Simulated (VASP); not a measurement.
# SiB5 (P-6m2) in VASP: density of states with PBE

Aim: the density of states of SiB5 with PBE.

All numbers are computed with VASP 6.6.1; they aren't measurements. Logs are shortened: lines on timing, memory, paths and dates and some standing lists are left out, and cuts for length are marked.

### Step 1. The cell of the first run

The structure is hexagonal, space group P-6m2 (No. 187). The conventional cell has a = 2.831 Å, b = 2.831 Å, c = 7.363 Å, α = 90.00°, β = 90.00°, γ = 120.00°. Si (site symmetry -6m2) has 2 B at 2.04 Å within 2.7 Å. Within 2.4 Å of B (site symmetry 3m) lie 7 B at 1.79 to 1.87 Å. Within 2.2 Å of B (site symmetry 3m) lie 4 B at 1.64 to 1.79 Å and 1 Si at 2.04 Å. B (site symmetry -6m2) has 8 B at 1.64 to 1.87 Å within 2.2 Å.

### Step 2. Density of states, PBE

POSCAR reads:

```
SiB5
1.0
    2.8309527766      0.0000000000      0.0000000000
   -1.4154763883      2.4516770214      0.0000000000
    0.0000000000      0.0000000000      7.3626714502
Si B
1 5
Direct
    0.6666666667      0.3333333333      0.5000000000
    0.3333333333      0.6666666667      0.1239631220
    0.3333333333      0.6666666667      0.8760368780
    0.6666666667      0.3333333333      0.7767786355
    0.6666666667      0.3333333333      0.2232213645
    0.6666666667      0.3333333333      0.0000000000
```

INCAR.step1 reads:

```
SYSTEM = SiB5
  PREC = Accurate
  ENCUT = 520
  EDIFF = 1E-6
  ISMEAR = 0
  SIGMA = 0.1
  LREAL = .False.
  LASPH = .True.
  NELM = 60
  ALGO = Normal
  ISIF = 2
  LWAVE = .False.
  LCHARG = .True.
  GGA = PE
  NBANDS = 18
```

KPOINTS.step1 reads:

```
Automatic mesh
0
Gamma
  12 12 4
  0 0 0
```

INCAR.step2 reads:

```
SYSTEM = SiB5
  PREC = Accurate
  ENCUT = 520
  EDIFF = 1E-6
  ISMEAR = -5
  SIGMA = 0.1
  LREAL = .False.
  LASPH = .True.
  NELM = 60
  ALGO = Normal
  ISIF = 2
  LWAVE = .False.
  LCHARG = .False.
  GGA = PE
  LORBIT = 10
  NEDOS = 1001
  ICHARG = 11
```

KPOINTS.step2 reads:

```
Automatic mesh
0
Gamma
  18 18 6
  0 0 0
```

Potentials or basis: VASP PAW PBE potentials, release 64 (Si, B).

The run is started by

```bash
$ cat potpaw_PBE.64/Si/POTCAR potpaw_PBE.64/B/POTCAR > POTCAR
$ cp INCAR.step1 INCAR
$ cp KPOINTS.step1 KPOINTS
$ mpirun -np 1 vasp_std > vasp.out
$ cp INCAR.step2 INCAR
$ cp KPOINTS.step2 KPOINTS
$ mpirun -np 1 vasp_std > vasp.out
```

OUTCAR:

```text
SYSTEM = SiB5
   PREC = Accurate
   ENCUT = 520
   EDIFF = 1E-6
   ISMEAR = -5
   LREAL = .False.
   LASPH = .True.
   NELM = 60
   ISIF = 2
   GGA = PE
   LORBIT = 10
   ICHARG = 11

 ion  position               nearest neighbor table
   1  0.667  0.333  0.500-   4 2.04   5 2.04
   2  0.333  0.667  0.124-   5 1.79   5 1.79   5 1.79   3 1.83   6 1.87   6 1.87   6 1.87
   3  0.333  0.667  0.876-   4 1.79   4 1.79   4 1.79   2 1.83   6 1.87   6 1.87   6 1.87
   4  0.667  0.333  0.777-   6 1.64   3 1.79   3 1.79   3 1.79   1 2.04
   5  0.667  0.333  0.223-   6 1.64   2 1.79   2 1.79   2 1.79   1 2.04
   6  0.667  0.333  0.000-   4 1.64   5 1.64   2 1.87   3 1.87   2 1.87   3 1.87   2 1.87   3 1.87

  LATTYP: Found a hexagonal cell.
 ALAT       =     2.8309527766
 C/A-ratio  =     2.6007750857

  Lattice vectors:

 A1 = (   2.8309527766,   0.0000000000,   0.0000000000)
 A2 = (  -1.4154763883,   2.4516770214,   0.0000000000)
 A3 = (   0.0000000000,   0.0000000000,   7.3626714502)

Analysis of symmetry for initial positions (statically):
=====================================================================
 Subroutine PRICEL returns:
 Original cell was already a primitive cell.

 Routine SETGRP: Setting up the symmetry group for a
 hexagonal supercell.

 Subroutine GETGRP returns: Found 12 space group operations
 (whereof 12 operations were pure point group operations)
 out of a pool of 24 trial point group operations.

The static configuration has the point symmetry D_3h.

Analysis of symmetry for dynamics (positions and initial velocities):
=====================================================================
 Subroutine PRICEL returns:
 Original cell was already a primitive cell.

 Routine SETGRP: Setting up the symmetry group for a
 hexagonal supercell.

 Subroutine GETGRP returns: Found 12 space group operations
 (whereof 12 operations were pure point group operations)
 out of a pool of 24 trial point group operations.

The dynamic configuration has the point symmetry D_3h.

 Subroutine INISYM returns: Found 12 space group operations
 (whereof 12 operations are pure point group operations),
 and found     1 'primitive' translations

----------------------------------------------------------------------------------------

                                     Primitive cell

  volume of cell :      51.1012

  direct lattice vectors                    reciprocal lattice vectors
     2.830952777  0.000000000  0.000000000     0.353237966  0.203942035  0.000000000
    -1.415476388  2.451677021  0.000000000     0.000000000  0.407884069  0.000000000
     0.000000000  0.000000000  7.362671450     0.000000000  0.000000000  0.135820267

  length of vectors
     2.830952777  2.830952777  7.362671450     0.407884069  0.407884069  0.135820267

  position of ions in fractional coordinates (direct lattice)
     0.666666667  0.333333333  0.500000000
     0.333333333  0.666666667  0.123963122
     0.333333333  0.666666667  0.876036878
     0.666666667  0.333333333  0.776778636
     0.666666667  0.333333333  0.223221364
     0.666666667  0.333333333  0.000000000

  ion indices of the primitive-cell ions
   primitive index   ion index
                 1           1
                 2           2
                 3           3
                 4           4
                 5           5
                 6           6

----------------------------------------------------------------------------------------

 KPOINTS: Automatic mesh

Automatic generation of k-mesh.
 Grid dimensions read from file:
 generate k-points for:   18   18    6

 Generating k-lattice:

  Cartesian coordinates                     Fractional coordinates (reciprocal lattice)
     0.019624331  0.011330113  0.000000000     0.055555556 -0.000000000  0.000000000
     0.000000000  0.022660226  0.000000000     0.000000000  0.055555556  0.000000000
     0.000000000  0.000000000  0.022636711     0.000000000  0.000000000  0.166666667

  Length of vectors
     0.022660226  0.022660226  0.022636711

  Shift w.r.t. Gamma in fractional coordinates (k-lattice)
     0.000000000  0.000000000  0.000000000

 TETIRR: Found   1977 inequivalent tetrahedra from    11664

 Subroutine IBZKPT returns following result:
 ===========================================

 Found    148 irreducible k-points:

 Following reciprocal coordinates:
            Coordinates               Weight
  0.000000  0.000000  0.000000      1.000000
  0.055556 -0.000000  0.000000      6.000000
  0.111111 -0.000000  0.000000      6.000000
  0.166667  0.000000  0.000000      6.000000
  0.222222  0.000000  0.000000      6.000000
  0.277778  0.000000  0.000000      6.000000
[... 16 lines left out ...]
  0.333333  0.111111  0.000000     12.000000
  0.388889  0.111111  0.000000     12.000000
 [... further k-points ...]
   k-points           NKPTS =    148   k-points in BZ     NKDIM =    148   number of bands    NBANDS=     13
   number of dos      NEDOS =   1001   number of ions     NIONS =      6
   total plane-waves  NPLWV =  32256
   dimension x,y,z NGX =    24 NGY =   24 NGZ =   56
   dimension x,y,z NGXF=    48 NGYF=   48 NGZF=  112
   ions per type =               1   5
   NGX,Y,Z   is equivalent  to a cutoff of  14.09, 14.09, 12.64 a.u.
   NGXF,Y,Z  is equivalent  to a cutoff of  28.19, 28.19, 25.29 a.u.
 SYSTEM =  SiB5
   PREC   = accura    normal or accurate (medium, high low for compatibility)
   ISTART =      0    job   : 0-new  1-cont  2-samecut
   ICHARG =     11    charge: 1-file 2-atom 10-const
   ISPIN  =      1    spin polarized calculation?
   LNONCOLLINEAR =      F non collinear calculations
   LSORBIT =      F    spin-orbit coupling
   LASPH  =      T    aspherical Exc in radial PAW
   ENCUT  =  520.0 eV  38.22 Ry    6.18 a.u.   5.26  5.26 13.69*2*pi/ulx,y,z
   NELM   =     60;   NELMIN=  2; NELMDL=  0     # of ELM steps
   EDIFF  = 0.1E-05   stopping-criterion for ELM
   LREAL  =      F    real-space projection
   EDIFFG = 0.1E-04   stopping-criterion for IOM
   NSW    =      0    number of steps for IOM
   IBRION =     -1    ionic relax: 0-MD 1-quasi-New 2-CG
   NFREE  =      0    steps in history (QN), initial steepest desc. (CG)
   ISIF   =      2    stress and relaxation
   ISYM   =      2    0-nonsym 1-usesym 2-fastsym
   POTIM  = 0.5000    time-step for ionic-motion
   TEBEG  =    0.0;   TEEND  =   0.0 temperature during run
   PSTRESS=    0.0 pullay stress
   NELECT =      19.0000    total number of electrons
   NUPDOWN=      -1.0000    fix difference up-down
   EMIN   =  10.00;   EMAX   =-10.00  energy-range for DOS
   EFERMI =   0.00;   METHOD = LEGACY
   ISMEAR =    -5;   SIGMA  =   0.10  broadening in eV -4-tet -1-fermi 0-gaus
   EFERMI_NEDOS =   21; number of points for ismear=-14 and -15
   IALGO  =     38    algorithm
   IMIX   =      4    mixing-type and parameters
     AMIX     =   0.40;   BMIX     =  1.00
     AMIX_MAG =   1.60;   BMIX_MAG =  1.00
  volume/ion in A,a.u.               =       8.52        57.47
  Fermi-wavevector in a.u.,A,eV,Ry     =   1.177196  2.224579 18.854837  1.385791
  Thomas-Fermi vector in A             =   2.313547
   LORBIT       =     10    0 simple, 1 ext, 2 COOP (PROOUT), +10 PAW based schemes
   GGA     = PE    functional components
   LHFCALC =     F    Hartree Fock is set to
   AEXX    =    0.0000 exact exchange contribution
   IVDW    =     0    specifies the selected vdW correction
   LEPSILON=     F    determine dielectric tensor
   LRPA    =     F    only Hartree local field effects (RPA)
 non-spin polarized calculation
 Fermi weights with tetrahedron method with Bloechl corrections
  energy-cutoff  :      520.00
  volume of cell :       51.10
 maximum number of plane-waves:      1396
 NGX is ok and might be reduce to    24

 number of electron      19.0000000 magnetization

 Free energy of the ion-electron system (eV)
  ---------------------------------------------------
  ext. energy  EPLUGINS =         0.00000000
  ---------------------------------------------------
  free energy    TOTEN  =       -37.28990184 eV

  energy without entropy =      -37.28990184  energy(sigma->0) =      -37.28990184

 E-fermi :   6.9895     XC(G=0): -11.4716

 val. band max:        7.0426383518   @ k =   0.2222   0.0556   0.3333
 cond. band min:       6.9711230318   @ k =   0.3333   0.2222   0.1667
 fundamental gap:     -0.0715153200
 Fermi energy:         6.9895084047

 k-point     1 :       0.0000    0.0000    0.0000
  band No.  band energies     occupation
      1      -9.4503      2.00000
      2      -5.8271      2.00000
      3      -4.6286      2.00000
      4       0.9342      2.00000
      5       1.6180      2.00000
      6       5.5842      2.00000
      7       5.5842      2.00000
      8       9.2488      0.00000
      9       9.2488      0.00000
     10       9.7408      0.00000
     11      11.3158      0.00000
     12      12.8872      0.00000
     13      12.8873      0.00000

 k-point     2 :       0.0556   -0.0000    0.0000
  band No.  band energies     occupation
      1      -9.3912      2.00000
      2      -5.7709      2.00000
      3      -4.5593      2.00000
      4       0.9820      2.00000
      5       1.6628      2.00000
      6       5.2169      2.00000
      7       5.4326      2.00000
      8       8.8037      0.00000
      9       9.1057      0.00000
     10       9.7518      0.00000
     11      11.5836      0.00000
[... 339 lines left out ...]
 k-point    24 :       0.3889    0.1111    0.0000
  band No.  band energies     occupation
      1      -5.6755      2.00000
      2      -3.2502      2.00000
      3      -2.5360      2.00000
      4      -0.2881      2.00000
      5       0.7022      2.00000
      6       1.5711      2.00000
      7       2.5845      2.00000
      8       3.7047      2.00000
      9       5.1402      2.00000
     10       5.5023      2.00000
     11       8.7871      0.00000
     12       9.8025      0.00000
     13      11.7990      0.00000

 [... further k-points ...]
[... 5 lines left out ...]
  --------------------------------------------------------------------------------------
  -------------------------------------------------------------------------------------
  Total        0.2368520      0.2368520     -0.1966576      0.0000000      0.0000000      0.0000000
  in kB        7.4260246      7.4260246     -6.1658081      0.0000000      0.0000000      0.0000000
  external PRESSURE =       2.8954137 kB  Pullay stress =       0.0000000 kB

 VOLUME and BASIS-vectors are now :
 -----------------------------------------------------------------------------
  energy-cutoff  :      520.00
  volume of cell :       51.10
      direct lattice vectors                 reciprocal lattice vectors
     2.830952777  0.000000000  0.000000000     0.353237966  0.203942035  0.000000000
    -1.415476388  2.451677021  0.000000000     0.000000000  0.407884069  0.000000000
     0.000000000  0.000000000  7.362671450     0.000000000  0.000000000  0.135820267

 POSITION                                       TOTAL-FORCE (eV/Angst)
 -----------------------------------------------------------------------------------
      1.41548      0.81723      3.68134         0.000000      0.000000      0.000000
     -0.00000      1.63445      0.91270         0.000000     -0.000000      0.019127
     -0.00000      1.63445      6.44997         0.000000     -0.000000     -0.019127
      1.41548      0.81723      5.71917        -0.000000      0.000000      0.023270
      1.41548      0.81723      1.64351        -0.000000      0.000000     -0.023270
      1.41548      0.81723      0.00000         0.000000     -0.000000      0.000000
 -----------------------------------------------------------------------------------
    total drift:                               -0.000037      0.000021      0.000000

  FREE ENERGIE OF THE ION-ELECTRON SYSTEM (eV)
  ---------------------------------------------------
  free  energy   TOTEN  =       -37.2899018358 eV

  energy  without entropy=      -37.2899018358  energy(sigma->0) =      -37.28990184

 total charge

# of ion       s       p       d       tot
------------------------------------------
    1        0.761   0.834   0.000   1.595
    2        0.683   1.334   0.000   2.017
    3        0.683   1.334   0.000   2.017
    4        0.690   1.290   0.000   1.979
    5        0.690   1.290   0.000   1.979
    6        0.673   1.381   0.000   2.054
--------------------------------------------------
tot          4.178   7.463   0.000  11.641
```

Wall time 80 s (1 thread of Oxide Virtual Turin-like, shared host); peak memory 0.19 GiB.

What came out:

- Valence electrons inside the program's atomic spheres: Si 1.59; B 2.02, 1.98, 2.05

Caveat: tetrahedron occupations give inexact forces and stress in metals.
